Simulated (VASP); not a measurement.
The system is TiC.

```
CELL_PARAMETERS angstrom
0.00000 2.19422 2.19422
2.19422 0.00000 2.19422
2.19422 2.19422 0.00000
ATOMIC_POSITIONS crystal
Ti 0.00000 0.00000 0.00000
C 0.50000 0.50000 0.50000
```

Base run:

- Program: VASP 6.6.1
- Functional: PBE
- Dispersion: D3(BJ)
- Potentials or basis: VASP PAW PBE potentials, release 64 (Ti_sv, C)
- Cutoff: 520 eV
- k mesh: 11 × 11 × 11
- Occupations: fermi-dirac, width 0.05 eV
- Spin: no spin polarisation

Its results: band gap on the k mesh zero (band 8 reaches 9.63 eV, above the bottom of band 9 at 8.56 eV); pressure -15.4 GPa.

Q: After a change of settings the same cell gave: band gap on the k mesh zero (band 8 reaches 9.73 eV, above the bottom of band 9 at 8.64 eV); pressure -18.5 GPa. Which change was it?
A. functional from PBE to r2SCAN; dispersion from D3(BJ) to D4
B. functional from PBE to BLYP; dispersion from D3(BJ) to none
C. functional from PBE to revPBE
D. functional from PBE to RPBE; dispersion from D3(BJ) to D4

A: C.

Caveats: pairwise dispersion overbinds metals, which lowers pressure and volume; the PAW data sets were made with another functional, which shifts forces and pressure a little (some runs).
